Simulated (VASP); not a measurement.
# LiP4Ir in VASP: a series of runs

The runs below take LiP4Ir through single point, relaxation of cell and atoms, with PBE.

All numbers are computed with VASP 6.6.1; they aren't measurements. Logs are shortened: lines on timing, memory, paths and dates and some standing lists are left out, and cuts for length are marked.

## (1) The cell of the first run

The typed cell holds 12 atoms: a = 7.990 Å, b = 7.990 Å, c = 7.990 Å, α = 142.82°, β = 142.82°, γ = 53.59°.

## (2) Single point, PBE

File INCAR:

```
ALGO = Normal ; EDIFF = 1E-6
ENCUT = 520 ; GGA = PE
ISIF = 2 ; ISMEAR = 0
LASPH = True ; LCHARG = True
LELF = True ; LREAL = False
LVHAR = True ; LWAVE = False
NBANDS = 44 ; NELM = 80
PREC = Accurate ; SIGMA = 0.1
```

File KPOINTS:

```
k-points
0
Gamma
  4 4 4
```

File POSCAR:

```
LiP4Ir
1.0
   -2.5471688462      2.5471688462      7.1322032063
    2.5471688462     -2.5471688462      7.1322032063
    2.5471688462      2.5471688462     -7.1322032063
Li P Ir
2 8 2
Direct
    0.2500000000      0.7500000000      0.5000000000
    0.5000000000      0.5000000000      0.0000000000
    0.6348943421      0.6250316124      0.5099231674
    0.3750316124      0.3651084450      0.4901372703
    0.1151084450      0.1249711747      0.4900768326
    0.8749711747      0.8848943421      0.5098627297
    0.1151056579      0.6249683876     -0.0099231674
    0.3749683876      0.8848915550      0.0098627297
    0.6348915550      0.1250288253      1.0099231674
    0.8750288253      0.3651056579      0.9901372703
    0.7500000000      0.2500000000      0.5000000000
    0.0000000000      0.0000000000      0.0000000000
```

Potentials or basis: VASP PAW PBE potentials, release 64 (Li_sv, P, Ir).

The run is started by

```
$ cat potpaw_PBE.64/Li_sv/POTCAR potpaw_PBE.64/P/POTCAR potpaw_PBE.64/Ir/POTCAR > POTCAR
$ mpirun -np 1 vasp_std > vasp.out
```

OUTCAR:

```text
EDIFF = 1E-6
   ENCUT = 520
   GGA = PE
   ISIF = 2
   ISMEAR = 0
   LASPH = True
   LREAL = False
   NELM = 80
   PREC = Accurate

 ion  position               nearest neighbor table
   1  0.250  0.750  0.500-   8 2.56  10 2.56   5 2.56   3 2.56   7 2.56   4 2.56   9 2.56   6 2.56

   2  0.500  0.500  0.000-   6 2.56   9 2.56   7 2.56   4 2.56   3 2.56  10 2.56   5 2.56   8 2.56

   3  0.635  0.625  0.510-   7 2.45  12 2.51  11 2.51   9 2.55   9 2.55   1 2.56   2 2.56   7 2.65

   4  0.375  0.365  0.490-   8 2.45  11 2.51  12 2.51  10 2.55  10 2.55   2 2.56   1 2.56   8 2.65

   5  0.115  0.125  0.490-   9 2.45  12 2.51  11 2.51   7 2.55   7 2.55   1 2.56   2 2.56   9 2.65

   6  0.875  0.885  0.510-  10 2.45  11 2.51  12 2.51   8 2.55   8 2.55   2 2.56   1 2.56  10 2.65
[... 7 lines left out ...]
  10  0.875  0.365  0.990-   6 2.45  12 2.51  11 2.51   4 2.55   4 2.55   1 2.56   2 2.56   6 2.65

  11  0.750  0.250  0.500-   4 2.51   7 2.51   6 2.51   9 2.51   5 2.51  10 2.51   8 2.51   3 2.51

  12  0.000  0.000  0.000-   3 2.51   8 2.51   5 2.51  10 2.51   9 2.51   6 2.51   4 2.51   7 2.51

  LATTYP: Found a body centered tetragonal cell.
 ALAT       =     5.0943376924
 C/A-ratio  =     2.8000512086

  Lattice vectors:

 A1 = (  -2.5471688462,   2.5471688462,   7.1322032063)
 A2 = (   2.5471688462,  -2.5471688462,   7.1322032063)
 A3 = (   2.5471688462,   2.5471688462,  -7.1322032063)

Analysis of symmetry for initial positions (statically):
=====================================================================
 Subroutine PRICEL returns:
 Original cell was already a primitive cell.

 Routine SETGRP: Setting up the symmetry group for a
 body centered tetragonal supercell.

 Subroutine GETGRP returns: Found  8 space group operations
 (whereof  4 operations were pure point group operations)
 out of a pool of 16 trial point group operations.

The static configuration has the point symmetry S_4 .
 The point group associated with its full space group is C_4h.

Analysis of symmetry for dynamics (positions and initial velocities):
=====================================================================
 Subroutine PRICEL returns:
 Original cell was already a primitive cell.

 Routine SETGRP: Setting up the symmetry group for a
 body centered tetragonal supercell.

 Subroutine GETGRP returns: Found  8 space group operations
 (whereof  4 operations were pure point group operations)
 out of a pool of 16 trial point group operations.

The dynamic configuration has the point symmetry S_4 .
 The point group associated with its full space group is C_4h.

 Subroutine INISYM returns: Found  8 space group operations
 (whereof  4 operations are pure point group operations),
 and found     1 'primitive' translations

----------------------------------------------------------------------------------------

                                     Primitive cell

  volume of cell :     185.0969

  direct lattice vectors                    reciprocal lattice vectors
    -2.547168846  2.547168846  7.132203206     0.000000000  0.196296371  0.070104565
     2.547168846 -2.547168846  7.132203206     0.196296371  0.000000000  0.070104565
     2.547168846  2.547168846 -7.132203206     0.196296371  0.196296371  0.000000000

  length of vectors
     7.990272889  7.990272889  7.990272889     0.208439236  0.208439236  0.277604990

  position of ions in fractional coordinates (direct lattice)
     0.250000000  0.750000000  0.500000000
     0.500000000  0.500000000  0.000000000
     0.634894342  0.625031612  0.509923167
     0.375031612  0.365108445  0.490137270
     0.115108445  0.124971175  0.490076833
     0.874971175  0.884894342  0.509862730
     0.115105658  0.624968388  0.990076833
     0.374968388  0.884891555  0.009862730
     0.634891555  0.125028825  0.009923167
     0.875028825  0.365105658  0.990137270
     0.750000000  0.250000000  0.500000000
     0.000000000  0.000000000  0.000000000

  ion indices of the primitive-cell ions
   primitive index   ion index
                 1           1
[... 47 lines left out ...]
   ISMEAR =     0;   SIGMA  =   0.10  broadening in eV -4-tet -1-fermi 0-gaus
   EFERMI_NEDOS =   21; number of points for ismear=-14 and -15
   IALGO  =     38    algorithm
   IMIX   =      4    mixing-type and parameters
     AMIX     =   0.40;   BMIX     =  1.00
     AMIX_MAG =   1.60;   BMIX_MAG =  1.00
  volume/ion in A,a.u.               =      15.42       104.09
  Fermi-wavevector in a.u.,A,eV,Ry     =   1.149040  2.171371 17.963672  1.320293
  Thomas-Fermi vector in A             =   2.285712
   LORBIT       =      0    0 simple, 1 ext, 2 COOP (PROOUT), +10 PAW based schemes
   GGA     = PE    functional components
   LHFCALC =     F    Hartree Fock is set to
   AEXX    =    0.0000 exact exchange contribution
   IVDW    =     0    specifies the selected vdW correction
   LEPSILON=     F    determine dielectric tensor
   LRPA    =     F    only Hartree local field effects (RPA)
 non-spin polarized calculation
 Gauss-broadening in eV      SIGMA  =   0.10
  energy-cutoff  :      520.00
  volume of cell :      185.10
 maximum number of plane-waves:      5022
   NGX = 29   NGY = 29   NGZ = 29

 number of electron      63.9999991 magnetization

 Free energy of the ion-electron system (eV)
  ---------------------------------------------------
  ext. energy  EPLUGINS =         0.00000000
  ---------------------------------------------------
  free energy    TOTEN  =       -66.02811163 eV

  energy without entropy =      -66.01445402  energy(sigma->0) =      -66.02128283

 E-fermi :   7.5322     XC(G=0): -10.7754

 val. band max:        7.5090849388   @ k =   0.0000   0.0000   0.0000
 cond. band min:       7.6091843505   @ k =   0.5000   0.2500  -0.0000
 fundamental gap:      0.1000994117
 Fermi energy:         7.5322016343

 k-point     1 :       0.0000    0.0000    0.0000
  band No.  band energies     occupation
      1     -38.3958      2.00000
      2     -38.3955      2.00000
      3      -7.3992      2.00000
      4      -6.3784      2.00000
      5      -3.2581      2.00000
      6      -3.2581      2.00000
[... 647 lines left out ...]
     43      12.9107      0.00000
     44      12.9867      0.00000

------------------------ aborting loop because EDIFF is reached ----------------------------------------

  FORCE on cell =-STRESS in cart. coord.  units (eV):
  Direction    XX          YY          ZZ          XY          YZ          ZX
  --------------------------------------------------------------------------------------
  -------------------------------------------------------------------------------------
  Total       -0.0098295     -0.0098295      0.1930781     -0.0000000     -0.0000000      0.0000000
  in kB       -0.0850831     -0.0850831      1.6712615     -0.0000000     -0.0000000      0.0000000
  external PRESSURE =       0.5003651 kB  Pullay stress =       0.0000000 kB

 VOLUME and BASIS-vectors are now :
 -----------------------------------------------------------------------------
  energy-cutoff  :      520.00
  volume of cell :      185.10
      direct lattice vectors                 reciprocal lattice vectors
    -2.547168846  2.547168846  7.132203206     0.000000000  0.196296371  0.070104565
     2.547168846 -2.547168846  7.132203206     0.196296371  0.000000000  0.070104565
     2.547168846  2.547168846 -7.132203206     0.196296371  0.196296371  0.000000000

 POSITION                                       TOTAL-FORCE (eV/Angst)
 -----------------------------------------------------------------------------------
      2.54717      0.00000      3.56610         0.000000     -0.000000      0.000000
      0.00000      0.00000      7.13220        -0.000000     -0.000000      0.000000
      1.27374      1.32398      5.34917        -0.000472      0.018856     -0.000145
      1.22319      1.27374      1.78307        -0.018856     -0.000472     -0.000145
      1.27343      1.22319     -1.78303         0.000472     -0.018856     -0.000145
      1.32398      1.27343      8.91527         0.018856      0.000472     -0.000145
      3.82060      1.22319     -1.78307         0.000472     -0.018856      0.000145
      1.32398     -1.27374      8.91523         0.018856      0.000472      0.000145
     -1.27343      1.32398      5.34913        -0.000472      0.018856      0.000145
      1.22319      3.82091      1.78303        -0.018856     -0.000472      0.000145
      0.00000      2.54717      3.56610         0.000000     -0.000000      0.000000
      0.00000      0.00000      0.00000        -0.000000     -0.000000     -0.000000
 -----------------------------------------------------------------------------------
    total drift:                               -0.000000      0.000000     -0.000000

  FREE ENERGIE OF THE ION-ELECTRON SYSTEM (eV)
  ---------------------------------------------------
  free  energy   TOTEN  =       -66.0281116322 eV

  energy  without entropy=      -66.0144540230  energy(sigma->0) =      -66.02128283
```

Run time: 4.8 min. Hardware: 1 thread of AMD EPYC 7R43 (Zen 3), shared host; peak memory 0.45 GiB.

What came out:

```yaml
Free_energy: -66.0281 eV
Largest_force: 0.019 eV/Å
Band_gap_on_the_k_mesh: zero (bands 32 and 33 overlap by 0.68 eV)
```

Forces on the atoms (eV/Å):
```
Li   0.000  0.000  0.000
Li   0.000  0.000  0.000
P    0.000  0.019  0.000
P   -0.019  0.000  0.000
P    0.000 -0.019  0.000
P    0.019  0.000  0.000
P    0.000 -0.019  0.000
P    0.019  0.000  0.000
P    0.000  0.019  0.000
P   -0.019  0.000  0.000
Ir   0.000  0.000  0.000
Ir   0.000  0.000  0.000
```

Levels at points of the mesh, in eV from the Fermi level:
| k point | band 28 | band 29 | band 30 | band 31 | band 32 | band 33 | band 34 | band 35 | band 36 | band 37 |
| --- | --- | --- | --- | --- | --- | --- | --- | --- | --- | --- |
| (0.00, 0.00, 0.00) | -2.39 | -2.33 | -0.79 | -0.02 | -0.02 | 1.58 | 1.58 | 2.02 | 2.33 | 2.41 |
| (0.50, 0.00, 0.00) | -1.46 | -1.21 | -1.11 | -0.52 | 0.35 | 0.80 | 0.86 | 0.87 | 1.34 | 1.41 |
| (0.50, 0.50, 0.00) | -1.22 | -1.19 | -1.19 | -0.49 | -0.49 | -0.15 | -0.15 | 0.44 | 0.44 | 0.98 |
| (0.50, 0.50, 0.50) | -2.42 | -1.79 | -1.79 | -0.84 | -0.84 | 2.45 | 2.45 | 2.59 | 2.59 | 3.00 |

Caveat: the cutoff is under 1.25 times the usual one of these potentials, so pressure, stress and relaxed cells hold a basis-set (Pulay) error; spin-orbit coupling is left out, which moves the levels of the heavy elements.

## (3) Single point, PBE

This run uses another cell than the first one, of 15.71 Å³/atom.

File INCAR:

```
SYSTEM = LiP4Ir
ALGO = Normal
EDIFF = 1E-6
ENCUT = 520
GGA = PE
ISIF = 2
ISMEAR = 0
LASPH = .True.
LCHARG = .False.
LREAL = .False.
LWAVE = .False.
NBANDS = 44
NELM = 60
PREC = Accurate
SIGMA = 0.1
```

File KPOINTS:

```
k-points
0
Gamma
  6 6 6
  0 0 0
```

File POSCAR:

```
LiP4Ir
1.0
   -2.5826693192      2.5826693192      7.0639633108
    2.5826693192     -2.5826693192      7.0639633108
    2.5826693192      2.5826693192     -7.0639633108
Li P Ir
2 8 2
Direct
    0.2500000000      0.7500000000      0.5000000000
    0.5000000000      0.5000000000      0.0000000000
    0.6389596959      0.6250000000      0.5139596959
    0.3750000000      0.3610403041      0.4860403041
    0.1110403041      0.1250000000      0.4860403041
    0.8750000000      0.8889596959      0.5139596959
    0.1110403041      0.6250000000      0.9860403041
    0.3750000000      0.8889596959      0.0139596959
    0.6389596959      0.1250000000      0.0139596959
    0.8750000000      0.3610403041      0.9860403041
    0.7500000000      0.2500000000      0.5000000000
    0.0000000000      0.0000000000      0.0000000000
```

Potentials or basis: VASP PAW PBE potentials, release 64 (Li_sv, P, Ir).

The run is started by

```
$ cat potpaw_PBE.64/Li_sv/POTCAR potpaw_PBE.64/P/POTCAR potpaw_PBE.64/Ir/POTCAR > POTCAR
$ mpirun -np 1 vasp_std > vasp.out
```

Run time: 10 min. Hardware: 1 thread of AMD EPYC 7R43 (Zen 3), shared host; peak memory 0.53 GiB.

It converged, with:

| Property | Result |
| --- | --- |
| Free energy | -65.9617 eV |
| Largest force | 0.054 eV/Å |
| Band gap on the k mesh | zero (bands 32 and 33 overlap by 0.71 eV) |

Forces in eV/Å, atoms in the order of the input:
```
Li   0.000  0.000  0.000
Li   0.000  0.000  0.000
P    0.000  0.054  0.000
P   -0.054  0.000  0.000
P    0.000 -0.054  0.000
P    0.054  0.000  0.000
P    0.000 -0.054  0.000
P    0.054  0.000  0.000
P    0.000  0.054  0.000
P   -0.054  0.000  0.000
Ir   0.000  0.000  0.000
Ir   0.000  0.000  0.000
```

Levels at points of the mesh, in eV from the Fermi level:
```csv
k point,band 28,band 29,band 30,band 31,band 32,band 33,band 34,band 35,band 36,band 37
"(0.00, 0.00, 0.00)",-2.33,-2.23,-0.89,0.00,0.00,1.61,1.61,2.15,2.41,2.49
"(0.50, 0.00, 0.00)",-1.41,-1.17,-1.14,-0.52,0.26,0.55,0.96,1.00,1.26,1.35
"(0.50, 0.50, 0.00)",-1.12,-1.10,-1.10,-0.45,-0.45,-0.33,-0.33,0.46,0.46,0.80
"(0.50, 0.50, 0.50)",-2.50,-1.70,-1.70,-0.86,-0.86,2.54,2.54,2.63,2.63,2.93
```

Caveat: the cutoff is under 1.25 times the usual one of these potentials, so pressure, stress and relaxed cells hold a basis-set (Pulay) error; spin-orbit coupling is left out, which moves the levels of the heavy elements.

## (4) Relaxation of cell and atoms, PBE

File INCAR:

```
PREC     = Accurate       # precision mode
ENCUT    = 600            # plane-wave cutoff, eV
EDIFF    = 1E-7           # SCF threshold, eV
ISMEAR   = 0              # smearing method
SIGMA    = 0.1            # smearing width, eV
LREAL    = F              # projectors in reciprocal space
LASPH    = T              # aspherical terms in the spheres
NELM     = 60             # most SCF steps
ALGO     = Normal         # electronic algorithm
ISIF     = 3              # what is computed and relaxed
LWAVE    = F              # write WAVECAR
LCHARG   = F              # write CHGCAR
GGA      = PE             # functional
IBRION   = 2              # ionic algorithm
NSW      = 90             # ionic steps
EDIFFG   = -0.04          # ionic threshold
```

File KPOINTS:

```
regular mesh
0
Gamma
  6 6 6
```

File POSCAR:

```
LiP4Ir
1.0
   -2.5471688462      2.5471688462      7.1322032063
    2.5471688462     -2.5471688462      7.1322032063
    2.5471688462      2.5471688462     -7.1322032063
Li P Ir
2 8 2
Direct
    0.2500000000      0.7500000000      0.5000000000
    0.5000000000      0.5000000000      0.0000000000
    0.6348929485      0.6250000000      0.5098929485
    0.3750000000      0.3651070515      0.4901070515
    0.1151070515      0.1250000000      0.4901070515
    0.8750000000      0.8848929485      0.5098929485
    0.1151070515      0.6250000000      0.9901070515
    0.3750000000      0.8848929485      0.0098929485
    0.6348929485      0.1250000000      0.0098929485
    0.8750000000      0.3651070515      0.9901070515
    0.7500000000      0.2500000000      0.5000000000
    0.0000000000      0.0000000000      0.0000000000
```

The run is started by

```
$ cat potpaw_PBE.64/Li_sv/POTCAR potpaw_PBE.64/P/POTCAR potpaw_PBE.64/Ir/POTCAR > POTCAR
$ mpirun -np 1 vasp_std > vasp.out
```

It took 19 min on 1 thread of Intel Xeon 6975P-C (Granite Rapids), shared host; peak memory 0.77 GiB.

It converged, with:

```yaml
Free_energy: -65.9655 eV
Relaxed_volume: 15.81 Å³/atom
Relaxed_cell: a = 7.974 Å, b = 7.974 Å, c = 7.974 Å, α = 142.13°, β = 142.13°, γ = 54.64°
Space_group_after_relaxing_to_0.1_Å: I4_1/amd (No. 141)
Energy_gained_by_relaxing: 2.5 meV/atom
Ionic_steps: 7
Pressure_after_relaxing: 0.0 GPa
Band_gap_on_the_k_mesh: zero (bands 32 and 33 overlap by 0.81 eV)
```

The path:
```tsv
step	energy change (eV)	largest force (eV/Å)	pressure (GPa)	volume (Å³)
1	0.0000	0.0319	0.86	185.10
2	-0.0104	0.1151	-0.41	187.33
3	-0.0104	0.1187	-0.47	187.43
4	-0.0198	0.0920	-0.15	187.58
5	-0.0228	0.0661	0.15	187.71
6	-0.0260	0.0502	0.10	188.24
7	-0.0299	0.0020	-0.02	189.78
```

Final structure:
```yaml
crystal:
  lattice:
    - [-2.58780, 2.58780, 7.08468]
    - [2.58780, -2.58780, 7.08468]
    - [2.58780, 2.58780, -7.08468]
  atoms:
    - { symbol: Li, position: [0.25000, 0.75000, 0.50000] }
    - { symbol: Li, position: [0.50000, 0.50000, 0.00000] }
    - { symbol: P, position: [0.64190, 0.62500, 0.51690] }
    - { symbol: P, position: [0.37500, 0.35810, 0.48310] }
    - { symbol: P, position: [0.10810, 0.12500, 0.48310] }
    - { symbol: P, position: [0.87500, 0.89190, 0.51690] }
    - { symbol: P, position: [0.10810, 0.62500, 0.98310] }
    - { symbol: P, position: [0.37500, 0.89190, 0.01690] }
    - { symbol: P, position: [0.64190, 0.12500, 0.01690] }
    - { symbol: P, position: [0.87500, 0.35810, 0.98310] }
    - { symbol: Ir, position: [0.75000, 0.25000, 0.50000] }
    - { symbol: Ir, position: [0.00000, 0.00000, 0.00000] }
```

Levels at points of the mesh, in eV from the Fermi level:
```csv
k point,band 29,band 30,band 31,band 32,band 33,band 34,band 35,band 36
"(0.00, 0.00, 0.00)",-2.18,-0.89,0.03,0.03,1.58,1.58,2.07,2.39
"(0.50, 0.00, 0.00)",-1.14,-1.12,-0.52,0.29,0.46,0.99,1.02,1.26
"(0.50, 0.50, 0.00)",-1.03,-1.03,-0.48,-0.48,-0.38,-0.38,0.55,0.55
"(0.50, 0.50, 0.50)",-1.65,-1.65,-0.88,-0.88,2.60,2.60,2.65,2.65
```

Caveat: the cutoff is under 1.25 times the usual one of these potentials, so pressure, stress and relaxed cells hold a basis-set (Pulay) error; spin-orbit coupling is left out, which moves the levels of the heavy elements.

## (5) Summary

| task | cell | k mesh | cutoff (eV) | gap on the mesh (eV) | largest force (eV/Å) |
| --- | --- | --- | --- | --- | --- |
| single point | a = 7.990 Å, angles 142.8, 142.8, 53.6°, 12 atoms, atomic positions A | 4 × 4 × 4 | 520 | none | 0.02 |
| single point | a = 7.952 Å, angles 142.1, 142.1, 54.7°, 12 atoms, atomic positions B | 6 × 6 × 6 | 520 | none | 0.05 |
| relaxation of cell and atoms | relaxed from a = 7.990 Å, angles 142.8, 142.8, 53.6°, 12 atoms, atomic positions A | 6 × 6 × 6 | 600 | none | - |

Alike in all rows: level PBE; potentials or basis VASP PAW PBE potentials, release 64 (Li_sv, P, Ir); no spin polarisation; smearing gaussian 0.1 eV.

Caveats: the cutoff is under 1.25 times the usual one of these potentials, so pressure, stress and relaxed cells hold a basis-set (Pulay) error; spin-orbit coupling is left out, which moves the levels of the heavy elements.

Total energies depend on the potentials used, so only differences within one code and one set of settings carry meaning.

The gap in the log of VASP goes by the Fermi energy; the results here count the filled bands.